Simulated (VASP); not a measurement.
**CeO2: single point with r2SCAN**

CeO2:

```xyz
3
Lattice="0.0408 2.7187 2.7187 2.7187 0.0408 2.7187 2.7595 2.7595 0.0000" Properties=species:S:1:pos:R:3 pbc="T T T"
Ce    0.0000    0.0000    0.0000
O     1.3797    1.3797    1.3593
O     4.1392    4.1392    4.0780
```

```yaml
Program: VASP 6.6.1
Task: single point
Functional: r2SCAN
Potentials_or_basis: VASP PAW PBE potentials, release 64 (Ce, O)
Cutoff: 520 eV
k_mesh: 8 × 8 × 8
Occupations: gaussian, width 0.05 eV
Spin: no spin polarisation
Dipole_correction: no
Further_INCAR_settings: ALGO = Normal; EDIFF = 1e-06; NBANDS = 19
```

```
Pressure               : 0.0 GPa
Largest force          : 0.039 eV/Å
Band gap on the k mesh : 2.16 eV (least direct gap 2.29 eV)
```

Forces in eV/Å, atoms in the order of the input:
```
Ce   0.000  0.000  0.000
O    0.000  0.000 -0.039
O    0.000  0.000  0.039
```

Stress tensor (GPa, compression positive):
```
 0.02 -1.71  0.00
-1.71  0.02  0.00
 0.00  0.00 -0.11
```

Levels at points of the mesh, in eV from the valence-band top:
```
           k point  band 9  band 10  band 11  band 12  band 13  band 14  band 15  band 16
(0.00, 0.00, 0.00)   -3.87    -0.61    -0.61    -0.60     2.55     2.57     2.59     2.71
(0.50, 0.00, 0.00)   -1.24    -1.23    -0.84    -0.72     2.17     2.40     2.40     2.57
(0.50, 0.50, 0.00)   -1.17    -0.96    -0.65    -0.62     2.30     2.31     2.32     2.46
(0.00, 0.00, 0.50)   -1.39    -1.19    -0.86    -0.75     2.16     2.38     2.39     2.59
(0.50, 0.00, 0.50)   -1.22    -0.81    -0.81    -0.61     2.29     2.31     2.32     2.46
```

It took 4.9 min on 1 thread of AMD EPYC 9R45 96-Core Processor (Zen 5), on a shared host, peak memory 0.21 GiB.

Caveat: the PAW data sets were made with another functional, which shifts forces and pressure a little; spin-orbit coupling is left out, which moves the levels of the heavy elements; semilocal functionals describe open f shells poorly, which spoils levels, moments and volumes. Spin polarisation is off, so any magnetic state and its effect on volume and gap are missing.
